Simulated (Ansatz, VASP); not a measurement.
## HfB2: VASP beside Ansatz

The input INCAR:

```
PREC     = Accurate       # precision mode
ENCUT    = 520            # plane-wave cutoff, eV
EDIFF    = 1E-8           # SCF threshold, eV
ISMEAR   = -1             # smearing method
SIGMA    = 0.05           # smearing width, eV
LREAL    = F              # projectors in reciprocal space
LASPH    = T              # aspherical terms in the spheres
NELM     = 60             # most SCF steps
ALGO     = Normal         # electronic algorithm
ISIF     = 2              # what is computed and relaxed
LWAVE    = F              # write WAVECAR
LCHARG   = F              # write CHGCAR
GGA      = PS             # functional
LEFG     = T            
NBANDS   = 15             # bands
```

The input KPOINTS:

```
regular mesh
0
Gamma
  13 13 11
```

File POSCAR:

```
HfB2
1.0
    3.2015843649      0.0000000000      0.0000000000
   -1.6007921825      2.7726533923      0.0000000000
    0.0000000000      0.0000000000      3.5482526220
Hf B
1 2
Direct
    0.0000000000      0.0000000000      0.0000000000
    0.3333333333      0.6666666667      0.5000000000
    0.6666666667      0.3333333333      0.5000000000
```

Input for Ansatz:

```yaml
crystal:
  lattice:
    - [3.2015843649, 0.0, 0.0]
    - [-1.6007921825, 2.7726533923, 0.0]
    - [0.0, 0.0, 3.548252622]
  atoms:
    - { symbol: Hf, position: [0.0, 0.0, 0.0] }
    - { symbol: B, position: [0.3333333333, 0.6666666667, 0.5] }
    - { symbol: B, position: [0.6666666667, 0.3333333333, 0.5] }
kpoints:
  mp_grid: { grid: [13, 13, 11] }
scf:
  occupations: { method: fermi_dirac, width: 0.05 }
hamiltonian:
  xc: pbesol
  pseudopotentials: { kind: paw }
output:
  forces: true
  stress: true
  eigenvalues: true
  efg: { contact_densities: true }
```

Change from the starting cell: volume scaled by 1.06, PAW files.

Alike in both runs: task electric field gradients; functional PBEsol; k mesh 13 × 13 × 11; occupations fermi-dirac, width 0.05 eV; no spin polarisation.

|  | VASP | Ansatz |
| --- | --- | --- |
| version | VASP 6.6.1 | Ansatz 0.2.0 |
| potentials or method | VASP PAW PBE potentials, release 64 (Hf_pv, B) | PAW with Ansatz's default frozen-core files, scalar-relativistic |
| plane-wave cutoff (eV) | 520 | 420 |
| valence electrons in the cell | 16 | 32 |

```csv
,VASP,Ansatz,Ansatz less VASP
pressure (GPa),-17.4,-17.1,+0.27
"traceless stress, the component that is largest in VASP (GPa)",0.37,0.30,-0.068
size of Vzz on the site where it differs most (V/Å²),77.5,105.0,+27.48
```

VASP's potentials were made for PBE, not for PBEsol. VASP's potentials hold 16 valence electrons a cell and Ansatz's 32, so a difference there can come from the potentials and not from the codes.

Neither program's run includes spin-orbit coupling.
